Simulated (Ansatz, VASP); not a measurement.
# One calculation of Sn, two programs

```
Sn
1.0
    -1.36555    1.36555    1.36555
     1.36555   -1.36555    1.36555
     1.36555    1.36555   -1.36555
Sn
1
Direct
  0.00000 0.00000 0.00000
```

Change from the starting cell: volume scaled by 0.4, LAPW.

Alike in both runs: task single point; functional LDA; k mesh 14 × 14 × 14; occupations fermi-dirac, width 0.08 eV; no spin polarisation.

```csv
,VASP,Ansatz
version,VASP 6.6.1,Ansatz 0.2.0
potentials or method,"VASP PAW LDA potentials, release 64 (Sn_d), cutoff 520 eV","all-electron LAPW, scalar-relativistic"
```

|  | VASP | Ansatz | Ansatz less VASP |
| --- | --- | --- | --- |
| pressure (GPa) | 505.3 | 499.3 | -6.06 |

LDA's correlation is that of Perdew and Zunger in VASP and of Perdew and Wang (1992) in Ansatz. Both programs put the cell under a high pressure, so it lies far from rest at this level. Ansatz ran all-electron here, and VASP with PAW potentials.

Noted on VASP's run: the cell as given lies far from equilibrium.
